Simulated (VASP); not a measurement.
Runs of VASP 6.6.1 on Ca. The structure is that of space group Fm-3m (No. 225), or close to it. The cells are those of the table. 

| cell | gap on the mesh (eV) | pressure (GPa) |
| --- | --- | --- |
| a = 3.952, b = 4.011, c = 4.011 Å, angles 59.0, 60.5, 60.5°, 1 atom | none | -2.5 |
| a = 3.952, b = 3.991, c = 3.991 Å, angles 59.3, 60.3, 60.3°, 1 atom | none | -2.4 |
| a = 3.952, b = 3.971, c = 3.971 Å, angles 59.7, 60.2, 60.2°, 1 atom | none | (a) |
| a = 3.952, b = 3.912, c = 3.912 Å, angles 60.7, 59.7, 59.7°, 1 atom | none | -1.9 |
| a = 3.952, b = 3.932, c = 3.932 Å, angles 60.3, 59.8, 59.8°, 1 atom | none | (b) |

Alike in all rows: task single point; level LDA; potentials or basis VASP PAW LDA potentials, release 64 (Ca_sv); no spin polarisation; k mesh 14 × 14 × 14; cutoff (eV) 520; smearing gaussian 0.15 eV.

Question: Fill in the values left out.

Answer: (a) -2.2; (b) -2.0.

A gap of «none» marks levels without a gap at the run's occupations.
